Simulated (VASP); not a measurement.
Wanted: the native input for a VASP 6.6.1 run.

| Item | Value |
| --- | --- |
| Task | relaxation of cell and atoms |
| Functional | r2SCAN |
| Potentials or basis | VASP PAW PBE potentials, release 64 (Hf_pv, O) |
| Cutoff | 600 eV |
| k mesh | 10 × 10 × 10 |
| Occupations | fermi-dirac, width 0.02 eV |
| Spin | no spin polarisation |
| Dipole correction | no |
| Further INCAR settings | ALGO = Normal; EDIFF = 1e-07; IBRION = 2; EDIFFG = -0.01; NSW = 80; ISIF = 3 |

HfO2:

```
Hf O
1.0
     0.00000    2.55750    2.55750
     2.55750    0.00000    2.55750
     2.55750    2.55750    0.00000
Hf O
1 2
Direct
  0.00000 0.00000 0.00000
  0.25000 0.25000 0.25000
  0.75000 0.75000 0.75000
```

One way to write it, as run:

POSCAR

```
HfO2
1.0
    0.0000000000      2.5575000000      2.5575000000
    2.5575000000      0.0000000000      2.5575000000
    2.5575000000      2.5575000000      0.0000000000
Hf O
1 2
Direct
    0.0000000000      0.0000000000      0.0000000000
    0.2500000000      0.2500000000      0.2500000000
    0.7500000000      0.7500000000      0.7500000000
```

INCAR.step1

```
SYSTEM = HfO2
PREC = Accurate
ENCUT = 600
ISMEAR = -1
SIGMA = 0.02
LREAL = .False.
LASPH = .True.
NELM = 60
GGA = PE
ALGO = Normal
EDIFF = 1E-4
LWAVE = .True.
LCHARG = .False.
```

INCAR.step2

```
SYSTEM = HfO2
PREC = Accurate
ENCUT = 600
EDIFF = 1E-7
ISMEAR = -1
SIGMA = 0.02
LREAL = .False.
LASPH = .True.
NELM = 60
ALGO = Normal
ISIF = 3
LWAVE = .False.
LCHARG = .False.
METAGGA = R2SCAN
LMIXTAU = .True.
IBRION = 2
NSW = 80
EDIFFG = -0.01
ISTART = 1
```

KPOINTS

```
Automatic mesh
0
Gamma
  10 10 10
  0 0 0
```

Potentials or basis: VASP PAW PBE potentials, release 64 (Hf_pv, O).

The run is started by

```console
$ cat potpaw_PBE.64/Hf_pv/POTCAR potpaw_PBE.64/O/POTCAR > POTCAR
$ cp INCAR.step1 INCAR
$ mpirun -np 1 vasp_std > vasp.out
$ cp INCAR.step2 INCAR
$ mpirun -np 1 vasp_std > vasp.out
```

It gave:

```json
{"Relaxed volume": "10.62 Å³/atom", "Relaxed cell": "a = 3.558 Å, b = 3.558 Å, c = 3.558 Å, α = 60.00°, β = 60.00°, γ = 60.00°", "Space group after relaxing (to 0.05 Å)": "Fm-3m (No. 225)", "Energy gained by relaxing": "21.4 meV/atom", "Ionic steps": "4", "Pressure after relaxing": "0.0 GPa", "Band gap on the k mesh": "4.36 eV, direct"}
```

Caveat: the PAW data sets were made with another functional, which shifts forces and pressure a little; spin-orbit coupling is left out, which moves the levels of the heavy elements.

Wall time 5.8 min on 1 thread of Intel(R) Xeon(R) Platinum 8488C (Sapphire Rapids), on a shared host, peak memory 0.2 GiB.
